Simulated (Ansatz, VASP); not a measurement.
**Two plane-wave programs on MnS**

```xyz
2
Lattice="0.0000 2.7111 2.7111 2.7111 0.0000 2.7111 2.7111 2.7111 0.0000" Properties=species:S:1:pos:R:3 pbc="T T T"
Mn    0.0000    0.0000    0.0000
S     4.0667    4.0667    4.0667
```

Alike in both runs: task single point; functional PBEsol; k mesh 14 × 14 × 14; occupations gaussian, width 0.2 eV; collinear spin.

|  | VASP | Ansatz |
| --- | --- | --- |
| version | VASP 6.6.1 | Ansatz 0.2.0 |
| potentials or method | VASP PAW PBE potentials, release 64 (Mn_pv, S), cutoff 520 eV | scalar-relativistic, plane waves, PAW |
| valence electrons in the cell | 19 | 21 |

Ansatz gave:

| Property | Result |
| --- | --- |
| gap on the k mesh at the Fermi level (eV) | none |
| pressure (GPa) | 0.6 |
| net moment per atom (μB) | 2.24 |
| size of the moment on the site where the two differ most (μB) | 3.80 |

Estimate VASP's values.

gap on the k mesh at the Fermi level (eV): none; pressure (GPa): 0.7; net moment per atom (μB): 2.24; size of the moment on the site where the two differ most (μB): 4.02.

VASP's potentials were made for PBE, not for PBEsol. Site moments also hang on the region over which each program counts them. A gap of «none» marks a metal or a gap that the smearing closes. VASP's potentials hold 19 valence electrons a cell and Ansatz's 21, so a difference there can come from the potentials and not from the codes.
